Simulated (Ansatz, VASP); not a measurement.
## SnTe in VASP and in Ansatz

Contents of INCAR:

```
PREC     = Accurate       # precision mode
ENCUT    = 520            # plane-wave cutoff, eV
EDIFF    = 1E-6           # SCF threshold, eV
ISMEAR   = -1             # smearing method
SIGMA    = 0.1            # smearing width, eV
LREAL    = F              # projectors in reciprocal space
LASPH    = T              # aspherical terms in the spheres
NELM     = 80             # most SCF steps
ALGO     = Normal         # electronic algorithm
ISIF     = 2              # what is computed and relaxed
LWAVE    = F              # write WAVECAR
LCHARG   = F              # write CHGCAR
GGA      = PE             # functional
NBANDS   = 28             # bands
```

File KPOINTS:

```
regular mesh
0
Gamma
  9 9 5
```

POSCAR

```
SnTe
1.0
    5.0878992985      0.0000000000      0.0000000000
   -2.5439496492      4.4062500444      0.0000000000
    0.0000000000      0.0000000000      6.0895150106
Sn Te
2 2
Direct
    0.3333333333      0.6666666667     -0.0619995502
    0.6666666667      0.3333333333      0.4380004498
    0.3333333333      0.6666666667      0.4379995502
    0.6666666667      0.3333333333      0.9379995502
```

Input for Ansatz:

```yaml
crystal:
  lattice:
    - [5.0878992985, 0.0, 0.0]
    - [-2.5439496492, 4.4062500444, 0.0]
    - [0.0, 0.0, 6.0895150106]
  atoms:
    - { symbol: Sn, position: [0.3333333333, 0.6666666667, -0.0619995502] }
    - { symbol: Sn, position: [0.6666666667, 0.3333333333, 0.4380004498] }
    - { symbol: Te, position: [0.3333333333, 0.6666666667, 0.4379995502] }
    - { symbol: Te, position: [0.6666666667, 0.3333333333, 0.9379995502] }
kpoints:
  mp_grid: { grid: [9, 9, 5] }
scf:
  occupations: { method: fermi_dirac, width: 0.1 }
hamiltonian:
  xc: pbe
  pseudopotentials: { kind: all_electron, lapw: { basis_error: 0.0005 } }
output:
  forces: true
  stress: true
  eigenvalues: true
  populations: true
```

Alike in both runs: task single point; functional PBE; k mesh 9 × 9 × 5; occupations fermi-dirac, width 0.1 eV; no spin polarisation.

|  | VASP | Ansatz |
| --- | --- | --- |
| version | VASP 6.6.1 | Ansatz 0.2.0 |
| potentials or method | VASP PAW PBE potentials, release 64 (Sn_d, Te), cutoff 520 eV | all-electron LAPW, scalar-relativistic |

```tsv
	VASP	Ansatz	Ansatz less VASP
pressure (GPa)	8.5	8.5	+0.01
```

Ansatz ran all-electron here, and VASP with PAW potentials. Ansatz's warnings: structure snapped to symmetry.

Neither program's run includes spin-orbit coupling.
